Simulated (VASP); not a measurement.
Wanted: the native input for a VASP 6.6.1 run.

* Task: single point
* Functional: PBE
* Potentials or basis: VASP PAW PBE potentials, release 64 (Sr_sv, Ru_pv, O)
* Cutoff: 520 eV
* k mesh: 5 × 5 × 1
* Occupations: gaussian, width 0.2 eV
* Spin: collinear spin, ferromagnetic start
* Starting moments: [0.0, 0.0, 0.0, 0.0, 0.0, 0.0, 1.0, 1.0, 0.0, 0.0] μB
* Dipole correction: no
* Further INCAR settings: ALGO = Normal; EDIFF = 1e-06; NBANDS = 65

The structure of Sr3RuO lies in POSCAR:

```
Sr3RuO
1.0
    3.7268794766      0.0000000000      0.0000000000
    0.0000000000      3.7268794766      0.0000000000
    0.0000000000      0.0000000000     18.3688210211
Sr Ru O
6 2 2
Direct
    0.0000000000      0.5000000000      0.7806372932
    0.5000000000      0.0000000000      0.9317131109
    0.5000000000      0.0000000000      0.2193627068
    0.0000000000      0.5000000000      0.0682868891
    0.5000000000      0.0000000000      0.4031551795
    0.0000000000      0.5000000000      0.5968448205
    0.0000000000      0.5000000000      0.3065403656
    0.5000000000      0.0000000000      0.6934596344
    0.0000000000      0.5000000000      0.9331193407
    0.5000000000      0.0000000000      0.0668806593
```

One way to write it, as run:

INCAR

```
PREC = Accurate
ENCUT = 520
EDIFF = 1E-6
ISMEAR = 0
SIGMA = 0.2
LREAL = False
LASPH = True
NELM = 150
ALGO = Normal
ISIF = 2
LWAVE = False
LCHARG = True
ISPIN = 2
MAGMOM = 0 0 0 0 0 0 1 1 0 0
LORBIT = 11
LMAXMIX = 4
GGA = PE
LELF = True
LVHAR = True
NBANDS = 65
```

KPOINTS

```
Automatic mesh
0
Gamma
  5 5 1
```

Potentials or basis: VASP PAW PBE potentials, release 64 (Sr_sv, Ru_pv, O).

Run with:

```sh
$ cat potpaw_PBE.64/Sr_sv/POTCAR potpaw_PBE.64/Ru_pv/POTCAR potpaw_PBE.64/O/POTCAR > POTCAR
$ mpirun -np 1 vasp_std > vasp.out
```

It gave:

| Quantity | Value |
| --- | --- |
| Pressure | 0.4 GPa |
| Largest force | 0.064 eV/Å |
| Band gap on the k mesh | zero (filled and empty bands overlap) |
| Net moment | 0.00 μB per cell |
| Valence electrons inside the program's atomic spheres | Sr 8.11, 8.05 (each value once); Ru 12.57; O 4.95 |

Run time: 4.7 min on 1 thread of Intel(R) Xeon(R) 6975P-C (Granite Rapids) (shared host), peak memory 0.5 GiB.
